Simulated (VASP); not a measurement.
A run of VASP 6.6.1 is set up as follows.

File INCAR:

```
SYSTEM = Co
PREC = Accurate
ENCUT = 520
EDIFF = 1E-7
ISMEAR = -1
SIGMA = 0.05
LREAL = .FALSE.
LASPH = .TRUE.
NELM = 150
ALGO = Fast
ISIF = 2
LWAVE = .FALSE.
LCHARG = .TRUE.
ISPIN = 2
MAGMOM = 2 2 2 2
LORBIT = 11
LMAXMIX = 4
GGA = PE
LELF = .TRUE.
LVHAR = .TRUE.
NBANDS = 30
```

KPOINTS

```
Automatic mesh
0
G
  12 12 4
  0 0 0
```

Contents of POSCAR:

```
Co
1.0
    2.4980760778      0.0000000000      0.0000000000
   -1.2490380389      2.1633973439      0.0000000000
    0.0000000000      0.0000000000      8.0787908701
Co
4
Direct
    0.6666666667      0.3333333333      0.7500000000
    0.0000000000      0.0000000000      0.5000000000
    0.3333333333      0.6666666667      0.2500000000
    0.0000000000      0.0000000000      0.0000000000
```

Potentials or basis: VASP PAW PBE potentials, release 64 (Co).

Command:

```bash
$ cat potpaw_PBE.64/Co/POTCAR > POTCAR
$ mpirun -np 1 vasp_std > vasp.out
```

**Question.** Predict the pressure.

**Answer.** -0.7 GPa.

**Question.** Predict the site moments.

**Answer.** Co +1.69, +1.67 (each value once) μB.

**Question.** What does it give for the net moment?

**Answer.** 6.64 μB per cell.
